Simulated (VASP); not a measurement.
Mo, 1 atom in the cell. Symmetry: Cmmm, No. 65, orthorhombic system. The conventional cell has a = 2.845 Å, b = 4.738 Å, c = 2.555 Å, α = 90.00°, β = 90.00°, γ = 90.00°. Within 3.4 Å of Mo (site symmetry mmm) lie 8 Mo at 2.56 to 2.84 Å.  This cell differs from its parent crystal: strain +0.0400 x Voigt [1, 0, 0, 0, 0, 0].

- Program: VASP 6.6.1
- Task: single point
- Functional: r2SCAN
- Potentials or basis: VASP PAW PBE potentials, release 64 (Mo_sv)
- Cutoff: 520 eV
- k mesh: 18 × 18 × 18
- Occupations: gaussian, width 0.15 eV
- Spin: no spin polarisation
- Dipole correction: no
- Further INCAR settings: ALGO = Normal; EDIFF = 1e-06; NBANDS = 13

Potentials or basis: VASP PAW PBE potentials, release 64 (Mo_sv).

Command:

```bash
$ cat potpaw_PBE.64/Mo_sv/POTCAR > POTCAR
$ cp INCAR.step1 INCAR
$ mpirun -np 1 vasp_std > vasp.out
$ cp INCAR.step2 INCAR
$ mpirun -np 1 vasp_std > vasp.out
```

Hardware: 1 thread of Intel Xeon 8259CL, on a shared host.

**Question.** Estimate the wall time of this run.

**Answer.** It took 10 min on 1 thread of Intel Xeon 8259CL (shared host), peak memory 0.3 GiB. Counts: k points 910.
